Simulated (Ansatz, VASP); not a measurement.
Two plane-wave programs on CdHg2Se3

```xyz
6
Lattice="4.4141 0.0000 0.0000 -2.2071 3.8228 0.0000 0.0000 0.0000 10.7939" Properties=species:S:1:pos:R:3 pbc="T T T"
Cd    0.0000    0.0000    0.0097
Hg    2.2071    1.2743    7.2057
Hg    0.0000    2.5485    3.5859
Se    0.0000    0.0000    8.1134
Se    2.2071    1.2743    4.4992
Se    0.0000    2.5485    0.8723
```

Alike in both runs: functional PBE; k mesh 12 × 12 × 4; occupations gaussian, width 0.1 eV; no spin polarisation.

Ansatz relaxed the structure, and its values are those at the end. VASP's run is a single point on that final structure, the one shown.

|  | VASP | Ansatz |
| --- | --- | --- |
| version | VASP 6.6.1 | Ansatz 0.2.0 |
| potentials or method | VASP PAW PBE potentials, release 64 (Cd, Hg, Se), cutoff 520 eV | scalar-relativistic, plane waves, PAW |
| valence electrons in the cell | 54 | 108 |

|  | VASP | Ansatz | Ansatz less VASP |
| --- | --- | --- | --- |
| gap on the k mesh at the Fermi level (eV) | none | none | - |
| pressure (GPa) | 0.2 | 0.0 | -0.21 |

A gap of «none» marks a metal or a gap that the smearing closes. The functional is the same, so the differences come from potentials, cutoffs and numerics. VASP's potentials hold 54 valence electrons a cell and Ansatz's 108, so a difference there can come from the potentials and not from the codes.

Spin-orbit coupling is off throughout.
